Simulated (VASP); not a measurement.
# Ti (P6_3/mmc) in VASP: notebook

The runs below take Ti through relaxation of shape and atoms at fixed volume, with LDA.

Program: VASP 6.6.1. These are calculated values, not measurements. Logs are shortened: lines on timing, memory, paths and dates and some standing lists are left out, and cuts for length are marked.

## (1) The cell of the first run

It takes space group P6_3/mmc (No. 194, hexagonal). Conventional cell: a = 2.660 Å, b = 2.660 Å, c = 4.205 Å, α = 90.00°, β = 90.00°, γ = 120.00°. Ti (site symmetry -6m2) has 12 Ti at 2.60 to 2.66 Å within 3.4 Å.

## (2) Relaxation of shape and atoms at fixed volume, LDA

File INCAR:

```
  PREC = Accurate
  ENCUT = 600
  EDIFF = 1E-6
  ISMEAR = -1
  SIGMA = 0.05
  LREAL = False
  LASPH = True
  NELM = 100
  ALGO = Normal
  ISIF = 4
  LWAVE = False
  LCHARG = False
  IBRION = 2
  NSW = 50
  EDIFFG = -0.005
```

File KPOINTS:

```
regular mesh
0
Gamma
  15 15 8
```

File POSCAR:

```
Ti
1.0
    2.6603589696      0.0000000000      0.0000000000
   -1.3301794848      2.3039384508      0.0000000000
    0.0000000000      0.0000000000      4.2048930846
Ti
2
Direct
    0.3333333333      0.6666666667      0.2500000000
    0.6666666667      0.3333333333      0.7500000000
```

Potentials or basis: VASP PAW LDA potentials, release 64 (Ti_sv).

Launch:

```console
$ cat potpaw_LDA.64/Ti_sv/POTCAR > POTCAR
$ mpirun -np 1 vasp_std > vasp.out
```

OUTCAR:

```text
PREC = Accurate
   ENCUT = 600
   EDIFF = 1E-6
   ISMEAR = -1
   LREAL = False
   LASPH = True
   NELM = 100
   ISIF = 4
   IBRION = 2
   NSW = 50
   EDIFFG = -0.005

 ion  position               nearest neighbor table
   1  0.333  0.667  0.250-   2 2.60   2 2.60   2 2.60   2 2.60   2 2.60   2 2.60
   2  0.667  0.333  0.750-   1 2.60   1 2.60   1 2.60   1 2.60   1 2.60   1 2.60

  LATTYP: Found a hexagonal cell.
 ALAT       =     2.6603589696
 C/A-ratio  =     1.5805735740

  Lattice vectors:

 A1 = (   2.6603589696,   0.0000000000,   0.0000000000)
 A2 = (  -1.3301794848,   2.3039384508,   0.0000000000)
 A3 = (   0.0000000000,   0.0000000000,   4.2048930846)

Analysis of symmetry for initial positions (statically):
=====================================================================
 Subroutine PRICEL returns:
 Original cell was already a primitive cell.

 Routine SETGRP: Setting up the symmetry group for a
 hexagonal supercell.

 Subroutine GETGRP returns: Found 24 space group operations
 (whereof 12 operations were pure point group operations)
 out of a pool of 24 trial point group operations.

The static configuration has the point symmetry D_3d.
 The point group associated with its full space group is D_6h.

Analysis of symmetry for dynamics (positions and initial velocities):
=====================================================================
 Subroutine PRICEL returns:
 Original cell was already a primitive cell.

 Routine SETGRP: Setting up the symmetry group for a
 hexagonal supercell.

 Subroutine GETGRP returns: Found 24 space group operations
 (whereof 12 operations were pure point group operations)
 out of a pool of 24 trial point group operations.

The dynamic configuration has the point symmetry D_3d.
 The point group associated with its full space group is D_6h.

 Subroutine INISYM returns: Found 24 space group operations
 (whereof 12 operations are pure point group operations),
 and found     1 'primitive' translations

----------------------------------------------------------------------------------------

                                     Primitive cell

  volume of cell :      25.7731

  direct lattice vectors                    reciprocal lattice vectors
     2.660358970  0.000000000  0.000000000     0.375889123  0.217019686  0.000000000
    -1.330179485  2.303938451  0.000000000     0.000000000  0.434039373  0.000000000
     0.000000000  0.000000000  4.204893085     0.000000000  0.000000000  0.237818175
[... 95 lines left out ...]
   NELECT =      24.0000    total number of electrons
   NUPDOWN=      -1.0000    fix difference up-down
   EMIN   =  10.00;   EMAX   =-10.00  energy-range for DOS
   EFERMI =   0.00;   METHOD = LEGACY
   ISMEAR =    -1;   SIGMA  =   0.05  broadening in eV -4-tet -1-fermi 0-gaus
   EFERMI_NEDOS =   21; number of points for ismear=-14 and -15
   IALGO  =     38    algorithm
   IMIX   =      4    mixing-type and parameters
     AMIX     =   0.40;   BMIX     =  1.00
     AMIX_MAG =   1.60;   BMIX_MAG =  1.00
  volume/ion in A,a.u.               =      12.89        86.96
  Fermi-wavevector in a.u.,A,eV,Ry     =   1.598662  3.021032 34.772669  2.555719
  Thomas-Fermi vector in A             =   2.696076
   LORBIT       =      0    0 simple, 1 ext, 2 COOP (PROOUT), +10 PAW based schemes
   GGA     = CA    functional components
   LHFCALC =     F    Hartree Fock is set to
   AEXX    =    0.0000 exact exchange contribution
   IVDW    =     0    specifies the selected vdW correction
   LEPSILON=     F    determine dielectric tensor
   LRPA    =     F    only Hartree local field effects (RPA)
 conjugate gradient relaxation of ions
 non-spin polarized calculation
  energy-cutoff  :      600.00
  volume of cell :       25.77
 maximum number of plane-waves:       880
 NGX is ok and might be reduce to    24
   NGX = 11   NGY = 11   NGZ = 17

--------------------------------------- Ionic step        1  -------------------------------------------

 number of electron      23.9999994 magnetization

 Free energy of the ion-electron system (eV)
  ---------------------------------------------------
  ext. energy  EPLUGINS =         0.00000000
  ---------------------------------------------------
  free energy    TOTEN  =       -16.41843772 eV

  energy without entropy =      -16.40227577  energy(sigma->0) =      -16.41035675

------------------------ aborting loop because EDIFF is reached ----------------------------------------

  FORCE on cell =-STRESS in cart. coord.  units (eV):
  Direction    XX          YY          ZZ          XY          YZ          ZX
  --------------------------------------------------------------------------------------
  -------------------------------------------------------------------------------------
  Total        6.2943551      6.2943551      6.8730742      0.0000000     -0.0000000      0.0000000
  in kB      391.2872971    391.2872971    427.2632560      0.0000000     -0.0000000      0.0000000
  external PRESSURE =     403.2792834 kB  Pullay stress =       0.0000000 kB
[... 95 lines left out ...]
--------------------------------------- Ionic step        4  -------------------------------------------

 number of electron      23.9999998 magnetization

 Free energy of the ion-electron system (eV)
  ---------------------------------------------------
  ext. energy  EPLUGINS =         0.00000000
  ---------------------------------------------------
  free energy    TOTEN  =       -16.42387102 eV

  energy without entropy =      -16.40832370  energy(sigma->0) =      -16.41609736

 E-fermi :  11.6571     XC(G=0): -13.2879

 val. band max:       11.6416120094   @ k =   0.1333  -0.0000   0.0000
 cond. band min:      11.6587276473   @ k =   0.1333   0.1333   0.3750
 fundamental gap:      0.0171156379
 Fermi energy:        11.6571425482

 k-point     1 :       0.0000    0.0000    0.0000
  band No.  band energies     occupation
      1     -44.1797      2.00000
      2     -43.7636      2.00000
      3     -21.5748      2.00000
      4     -19.9991      2.00000
      5     -19.9991      2.00000
      6     -19.8363      2.00000
[... 433 lines left out ...]
      3     -21.2000      2.00000
      4     -20.9072      2.00000
      5     -20.6646      2.00000
      6     -20.6367      2.00000
[... 8 lines left out ...]
     15      13.3780      0.00000
     16      15.8653      0.00000

 [... further k-points ...]

------------------------ aborting loop because EDIFF is reached ----------------------------------------

  FORCE on cell =-STRESS in cart. coord.  units (eV):
  Direction    XX          YY          ZZ          XY          YZ          ZX
  --------------------------------------------------------------------------------------
  -------------------------------------------------------------------------------------
  Total        6.3739408      6.3739408      6.3803906      0.0000000     -0.0000000      0.0000000
  in kB      396.2347276    396.2347276    396.6356758      0.0000000     -0.0000000      0.0000000
  external PRESSURE =     396.3683770 kB  Pullay stress =       0.0000000 kB
[... 17 lines left out ...]
  FREE ENERGIE OF THE ION-ELECTRON SYSTEM (eV)
  ---------------------------------------------------
  free  energy   TOTEN  =       -16.4238710192 eV

  energy  without entropy=      -16.4083237009  energy(sigma->0) =      -16.41609736

 reached required accuracy - stopping structural energy minimisation
```

OSZICAR:

```text
N       E                     dE             d eps       ncg     rms          rms(c)
DAV:   1     0.257826464391E+03    0.25783E+03   -0.14644E+04  4320   0.216E+03
DAV:   2     0.112764924569E+02   -0.24655E+03   -0.24493E+03  4400   0.524E+02
[... 27 lines left out ...]
   3 F= -.16423830E+02 E0= -.16416043E+02  d E =-.539190E-02
       N       E                     dE             d eps       ncg     rms          rms(c)
DAV:   1    -0.164243919647E+02   -0.56216E-03   -0.31556E-02  4464   0.257E+00    0.165E-01
DAV:   2    -0.164240233749E+02    0.36859E-03   -0.16844E-03  4384   0.536E-01    0.840E-02
DAV:   3    -0.164238714592E+02    0.15192E-03   -0.51064E-04  6368   0.250E-01    0.997E-03
DAV:   4    -0.164238714911E+02   -0.31936E-07   -0.39177E-05  5008   0.946E-02    0.551E-03
DAV:   5    -0.164238710192E+02    0.47199E-06   -0.10689E-06  3664   0.125E-02
   4 F= -.16423871E+02 E0= -.16416097E+02  d E =-.543330E-02
```

CONTCAR:

```text
Ti
   1.00000000000000
     2.6356042204274210   -0.0000000000000000    0.0000000000000000
    -1.3178021102137105    2.2825002091163831   -0.0000000000000000
     0.0000000000000000   -0.0000000000000000    4.2842524264637669
  Ti
     2
Direct
     0.3333333332999970    0.6666666667000030    0.2500000000000000
     0.6666666667000030    0.3333333332999970    0.7500000000000000

  0.00000000E+00  0.00000000E+00  0.00000000E+00
  0.00000000E+00  0.00000000E+00  0.00000000E+00
```

Wall time 58 s (1 thread of Intel Xeon 6975P-C (Granite Rapids), shared host); peak memory 0.18 GiB.

What came out:

```yaml
Free_energy: -16.4239 eV
Energy_gained_by_relaxing: 2.7 meV/atom
Ionic_steps: 4
Pressure_after_relaxing: 39.6 GPa
Band_gap_on_the_k_mesh: zero (bands 12 and 13 overlap by 1.40 eV)
```

Step by step:
| step | energy change (eV) | largest force (eV/Å) | pressure (GPa) | volume (Å³) |
| --- | --- | --- | --- | --- |
| 1 | 0.0000 | 0.0000 | 40.33 | 25.77 |
| 2 | -0.0040 | 0.0000 | 39.98 | 25.77 |
| 3 | -0.0054 | 0.0000 | 39.69 | 25.77 |
| 4 | -0.0054 | 0.0000 | 39.64 | 25.77 |

Final structure:
```
Ti
1.0
     2.63560    0.00000    0.00000
    -1.31780    2.28250    0.00000
     0.00000    0.00000    4.28425
Ti
2
Direct
  0.33333 0.66667 0.25000
  0.66667 0.33333 0.75000
```

## (3) Relaxation of shape and atoms at fixed volume, LDA

This run uses another cell than the first one, of 14.18 Å³/atom.

File INCAR:

```
PREC     = Accurate       # precision mode
ENCUT    = 600            # plane-wave cutoff, eV
EDIFF    = 1E-7           # SCF threshold, eV
ISMEAR   = -1             # smearing method
SIGMA    = 0.05           # smearing width, eV
LREAL    = F              # projectors in reciprocal space
LASPH    = T              # aspherical terms in the spheres
NELM     = 60             # most SCF steps
ALGO     = Normal         # electronic algorithm
ISIF     = 4              # what is computed and relaxed
LWAVE    = F              # write WAVECAR
LCHARG   = F              # write CHGCAR
IBRION   = 2              # ionic algorithm
NSW      = 50             # ionic steps
EDIFFG   = -0.005         # ionic threshold
```

KPOINTS is that of step 2.

File POSCAR:

```
Ti
1.0
    2.7462356643      0.0000000000      0.0000000000
   -1.3731178321      2.3783098500      0.0000000000
    0.0000000000      0.0000000000      4.3406275188
Ti
2
Direct
    0.3333333333      0.6666666667      0.2500000000
    0.6666666667      0.3333333333      0.7500000000
```

Potentials or basis: VASP PAW LDA potentials, release 64 (Ti_sv).

Launch:

```console
$ cat potpaw_LDA.64/Ti_sv/POTCAR > POTCAR
$ mpirun -np 1 vasp_std > vasp.out
```

OUTCAR:

```text
PREC = Accurate
   ENCUT = 600
   EDIFF = 1E-7
   ISMEAR = -1
   LREAL = F
   LASPH = T
   NELM = 60
   ISIF = 4
   IBRION = 2
   NSW = 50
   EDIFFG = -0.005

 ion  position               nearest neighbor table
   1  0.333  0.667  0.250-   2 2.69   2 2.69   2 2.69   2 2.69   2 2.69   2 2.69
   2  0.667  0.333  0.750-   1 2.69   1 2.69   1 2.69   1 2.69   1 2.69   1 2.69

  LATTYP: Found a hexagonal cell.
 ALAT       =     2.7462356643
 C/A-ratio  =     1.5805735739

  Lattice vectors:

 A1 = (   2.7462356643,   0.0000000000,   0.0000000000)
 A2 = (  -1.3731178321,   2.3783098500,   0.0000000000)
 A3 = (   0.0000000000,   0.0000000000,   4.3406275188)

Analysis of symmetry for initial positions (statically):
=====================================================================
 Subroutine PRICEL returns:
 Original cell was already a primitive cell.
[... 256 lines left out ...]

 val. band max:       10.4148555571   @ k =   0.3333   0.3333   0.3750
 cond. band min:      10.4591453946   @ k =   0.1333   0.0000   0.3750
 fundamental gap:      0.0442898375
 Fermi energy:        10.4363313361

 k-point     1 :       0.0000    0.0000    0.0000
  band No.  band energies     occupation
      1     -45.4736      2.00000
      2     -45.1620      2.00000
      3     -22.7301      2.00000
      4     -21.5231      2.00000
      5     -21.5231      2.00000
      6     -21.3735      2.00000
[... 433 lines left out ...]
      3     -22.3828      2.00000
      4     -22.1495      2.00000
      5     -22.0390      2.00000
      6     -21.9796      2.00000
[... 8 lines left out ...]
     15      12.0494      0.00000
     16      14.2591      0.00000

 [... further k-points ...]

------------------------ aborting loop because EDIFF is reached ----------------------------------------

  FORCE on cell =-STRESS in cart. coord.  units (eV):
  Direction    XX          YY          ZZ          XY          YZ          ZX
  --------------------------------------------------------------------------------------
  -------------------------------------------------------------------------------------
  Total        3.4575879      3.4575879      3.4721747      0.0000000      0.0000000      0.0000000
  in kB      195.4002228    195.4002228    196.2245734      0.0000000      0.0000000      0.0000000
  external PRESSURE =     195.6750064 kB  Pullay stress =       0.0000000 kB
[... 17 lines left out ...]
  FREE ENERGIE OF THE ION-ELECTRON SYSTEM (eV)
  ---------------------------------------------------
  free  energy   TOTEN  =       -16.8933527849 eV

  energy  without entropy=      -16.8776028130  energy(sigma->0) =      -16.88547780

 reached required accuracy - stopping structural energy minimisation
```

OSZICAR:

```text
N       E                     dE             d eps       ncg     rms          rms(c)
DAV:   1     0.258432191180E+03    0.25843E+03   -0.14724E+04  4328   0.213E+03
DAV:   2     0.102949434040E+02   -0.24814E+03   -0.24653E+03  4432   0.522E+02
[... 23 lines left out ...]
DAV:   1    -0.168946708401E+02   -0.14564E-02   -0.80374E-02  4488   0.409E+00    0.263E-01
DAV:   2    -0.168937464070E+02    0.92443E-03   -0.44012E-03  4320   0.865E-01    0.135E-01
DAV:   3    -0.168933539100E+02    0.39250E-03   -0.13618E-03  6416   0.404E-01    0.155E-02
DAV:   4    -0.168933539520E+02   -0.41952E-07   -0.10847E-04  5008   0.156E-01    0.844E-03
DAV:   5    -0.168933528004E+02    0.11515E-05   -0.35555E-06  6272   0.209E-02    0.109E-03
DAV:   6    -0.168933527849E+02    0.15546E-07   -0.52902E-08  2856   0.277E-03
   3 F= -.16893353E+02 E0= -.16885478E+02  d E =-.836380E-03
```

CONTCAR:

```text
Ti
   1.00000000000000
     2.7375579116184667    0.0000000000075044    0.0000000000000000
    -1.3687789557528922    2.3707946957101971   -0.0000000000000000
     0.0000000000000000    0.0000000000000000    4.3681897427012686
  Ti
     2
Direct
     0.3333333332999970    0.6666666667000030    0.2500000000000000
     0.6666666667000030    0.3333333332999970    0.7500000000000000

  0.00000000E+00  0.00000000E+00  0.00000000E+00
  0.00000000E+00  0.00000000E+00  0.00000000E+00
```

Wall time 54 s (1 thread of Intel Xeon 6975P-C (Granite Rapids), shared host); peak memory 0.18 GiB.

Results:

| Item | Value |
| --- | --- |
| Free energy | -16.8934 eV |
| Energy gained by relaxing | 0.4 meV/atom |
| Ionic steps | 3 |
| Pressure after relaxing | 19.6 GPa |
| Band gap on the k mesh | zero (bands 12 and 13 overlap by 1.29 eV) |

The path:
```csv
step,energy change (eV),largest force (eV/Å),pressure (GPa),volume (Å³)
1,0.0000,0.0000,19.67,28.35
2,-0.0007,0.0000,19.60,28.35
3,-0.0008,0.0000,19.57,28.35
```

Final structure:
```yaml
crystal:
  lattice:
    - [2.73756, 0.00000, 0.00000]
    - [-1.36878, 2.37079, 0.00000]
    - [0.00000, 0.00000, 4.36819]
  atoms:
    - { symbol: Ti, position: [0.33333, 0.66667, 0.25000] }
    - { symbol: Ti, position: [0.66667, 0.33333, 0.75000] }
```

The gap in the log of VASP goes by the Fermi energy; the results here count the filled bands.